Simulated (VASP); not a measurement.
Runs of VASP 6.6.1 on CdTe (sol). The structure is that of space group F-43m (No. 216), or close to it. The cells are those of the table. 

| task | cell | smearing | gap on the mesh (eV) | pressure (GPa) |
| --- | --- | --- | --- | --- |
| single point | a = 4.583 Å, angles 60.0°, 2 atoms | gaussian 0.1 eV | (a) | 0.3 |
| single point | a = 4.590 Å, angles 60.0°, 2 atoms | gaussian 0.02 eV | 0.65 | 0.2 |
| single point | a = 4.590 Å, angles 60.0°, 2 atoms | gaussian 0.01 eV | 0.65 | 0.2 |
| relaxation of cell and atoms | relaxed from a = 4.583 Å, angles 60.0°, 2 atoms | gaussian 0.02 eV | 0.64 | 0.0 |

Alike in all rows: level PBEsol; potentials or basis VASP PAW PBE potentials, release 64 (Cd, Te); no spin polarisation; k mesh 6 × 6 × 6; cutoff (eV) 500.

Task: Fill in the values left out.

Result: (a) 0.66.

Caveats: the PAW data sets were made with another functional, which shifts forces and pressure a little; spin-orbit coupling is left out, which moves the levels of the heavy elements.

A k mesh can miss the band edges, and the runs leave out spin-orbit coupling on Cd, Te.
